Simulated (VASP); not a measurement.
A run of VASP 6.6.1 is set up as follows.

INCAR

```
SYSTEM = HfS2
ALGO = Normal
DIPOL = 0.5 0.5 0.500
EDIFF = 1E-6
ENCUT = 400
GGA = PE
GGA_COMPAT = .False.
IDIPOL = 3
ISIF = 2
ISMEAR = 0
IVDW = 12
LASPH = .True.
LCHARG = .True.
LDIPOL = .True.
LELF = .True.
LREAL = .False.
LVACPOTAV = .True.
LVHAR = .True.
LWAVE = .False.
NBANDS = 18
NELM = 120
NELMDL = -8
PREC = Accurate
SIGMA = 0.02
```

KPOINTS

```
k-points
0
Gamma
  9 9 1
  0 0 0
```

The input POSCAR:

```
HfS2
1.0
    3.6180000000      0.0000000000      0.0000000000
   -1.8090000000      3.1332799109      0.0000000000
    0.0000000000      0.0000000000     31.8247012176
S Hf
2 1
Direct
    0.6666666667      0.3333333333      0.4518927141
    0.3333333333      0.6666666667      0.5481072859
    0.0000000000      0.0000000000      0.5000000000
```

Potentials or basis: VASP PAW PBE potentials, release 64 (S, Hf_pv).

The run is started by

```bash
$ cat potpaw_PBE.64/S/POTCAR potpaw_PBE.64/Hf_pv/POTCAR > POTCAR
$ mpirun -np 1 vasp_std > vasp.out
```

Q: What does it give for the dispersion energy per atom?

A: -0.225 eV.

Q: What does it give for the largest force?

A: 0.945 eV/Å.

Forces in eV/Å, atoms in the order of the input:
```
S    0.000  0.000  0.945
S    0.000  0.000 -0.945
Hf   0.000  0.000  0.000
```
